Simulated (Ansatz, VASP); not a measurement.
## One calculation of WSe, two programs

```
W Se
1.0
     3.16119    0.00000    0.00000
    -1.58060    2.73767    0.00000
     0.00000    0.00000    7.66087
W Se
2 2
Direct
  0.00000 0.00000 0.00000
  0.00000 0.00000 0.50000
  0.33333 0.66667 0.25000
  0.66667 0.33333 0.75000
```

Alike in both runs: functional PBE; k mesh 6 × 6 × 4; occupations gaussian, width 0.1 eV; no spin polarisation.

Ansatz relaxed the structure, and its values are those at the end. VASP's run is a single point on that final structure, the one shown.

```csv
,VASP,Ansatz
version,VASP 6.6.1,Ansatz 0.2.0
potentials or method,"VASP PAW PBE potentials, release 64 (W_sv, Se), cutoff 520 eV","scalar-relativistic, plane waves, PAW"
valence electrons in the cell,40,60
```

|  | VASP | Ansatz | Ansatz less VASP |
| --- | --- | --- | --- |
| gap on the k mesh at the Fermi level (eV) | none | none | - |
| pressure (GPa) | 0.3 | -0.1 | -0.40 |

A gap of «none» marks a metal or a gap that the smearing closes. VASP's potentials hold 40 valence electrons a cell and Ansatz's 60, so a difference there can come from the potentials and not from the codes.

The k mesh is coarse, so the values compare programs but aren't converged. Neither program's run includes spin-orbit coupling.
